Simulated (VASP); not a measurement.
Here is a VASP 6.6.1 calculation.

File INCAR:

```
SYSTEM = Zr
PREC = Accurate ; ENCUT = 520
EDIFF = 1E-6 ; ISMEAR = -1
SIGMA = 0.1 ; LREAL = .False.
LASPH = .True. ; NELM = 60
ALGO = Normal ; ISIF = 2
LWAVE = .False. ; LCHARG = .False.
GGA = PE ; NBANDS = 12
```

KPOINTS

```
Automatic mesh
0
Gamma
  14 14 14
  0 0 0
```

The input POSCAR:

```
Zr
1.0
   -1.7404844038      1.7404844038      1.7404844038
    1.7404844038     -1.7404844038      1.7404844038
    1.7404844038      1.7404844038     -1.7404844038
Zr
1
Direct
    0.0000000000      0.0000000000      0.0000000000
```

Potentials or basis: VASP PAW PBE potentials, release 64 (Zr_sv).

The run is started by

```console
$ cat potpaw_PBE.64/Zr_sv/POTCAR > POTCAR
$ mpirun -np 1 vasp_std > vasp.out
```

**Question.** Predict the pressure.

**Answer.** 8.1 GPa.

**Question.** What does it give for the band gap on the k mesh?

**Answer.** Zero (band 6 reaches 11.01 eV, above the bottom of band 7 at 9.16 eV).
